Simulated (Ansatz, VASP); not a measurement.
# P: VASP beside Ansatz

The input INCAR:

```
SYSTEM = P
ALGO = Normal
EDIFF = 1E-6
ENCUT = 520
GGA = PE
ISIF = 2
ISMEAR = 0
LASPH = .TRUE.
LCHARG = .FALSE.
LREAL = .FALSE.
LWAVE = .FALSE.
NBANDS = 30
NELM = 100
PREC = Accurate
SIGMA = 0.1
```

Contents of KPOINTS:

```
k-points
0
G
  4 4 4
  0 0 0
```

Contents of POSCAR:

```
P
1.0
   -3.8243373000      3.8243373000      3.7355053000
    3.8243373000     -3.8243373000      3.7355053000
    3.8243373000      3.8243373000     -3.7355053000
P
8
Direct
    0.7735960000      0.9812055000      0.7923905000
    0.1888150000      0.9812055000      0.2076095000
    0.7312055000      0.4388150000      0.7076095000
    0.7312055000      0.0235960000      0.2923905000
    0.5611850000      0.2687945000      0.2923905000
    0.9764040000      0.2687945000      0.7076095000
    0.0187945000      0.8111850000      0.7923905000
    0.0187945000      0.2264040000      0.2076095000
```

Input for Ansatz:

```yaml
crystal:
  lattice:
    - [-3.8243373, 3.8243373, 3.7355053]
    - [3.8243373, -3.8243373, 3.7355053]
    - [3.8243373, 3.8243373, -3.7355053]
  atoms:
    - { symbol: P, position: [0.773596, 0.9812055, 0.7923905] }
    - { symbol: P, position: [0.188815, 0.9812055, 0.2076095] }
    - { symbol: P, position: [0.7312055, 0.438815, 0.7076095] }
    - { symbol: P, position: [0.7312055, 0.023596, 0.2923905] }
    - { symbol: P, position: [0.561185, 0.2687945, 0.2923905] }
    - { symbol: P, position: [0.976404, 0.2687945, 0.7076095] }
    - { symbol: P, position: [0.0187945, 0.811185, 0.7923905] }
    - { symbol: P, position: [0.0187945, 0.226404, 0.2076095] }
basis:
  ecutwfc: 420
kpoints:
  mp_grid: { grid: [4, 4, 4] }
hamiltonian:
  xc: pbe
scf:
  occupations: { method: gaussian, width: 0.1 }
  lower_state_search: "off"
output:
  forces: true
  stress: true
  eigenvalues: true
```

Alike in both runs: task single point; functional PBE; k mesh 4 × 4 × 4; occupations gaussian, width 0.1 eV; no spin polarisation.

|  | VASP | Ansatz |
| --- | --- | --- |
| version | VASP 6.6.1 | Ansatz 0.2.0 |
| potentials or method | VASP PAW PBE potentials, release 64 (P), cutoff 520 eV | scalar-relativistic, plane waves, PAW |
| valence electrons in the cell | 40 | 40 |

|  | VASP | Ansatz | Ansatz less VASP |
| --- | --- | --- | --- |
| gap on the k mesh at the Fermi level (eV) | 1.89 | 1.85 | -0.038 |
| least direct gap on the mesh (eV) | 2.00 | 1.97 | -0.032 |
| pressure (GPa) | -0.2 | 0.0 | +0.25 |
| rms of the force components (eV/Å) | 0.043 | 0.002 | -0.0410 |

Atom by atom the forces differ by 0.042 eV/Å (rms over components).
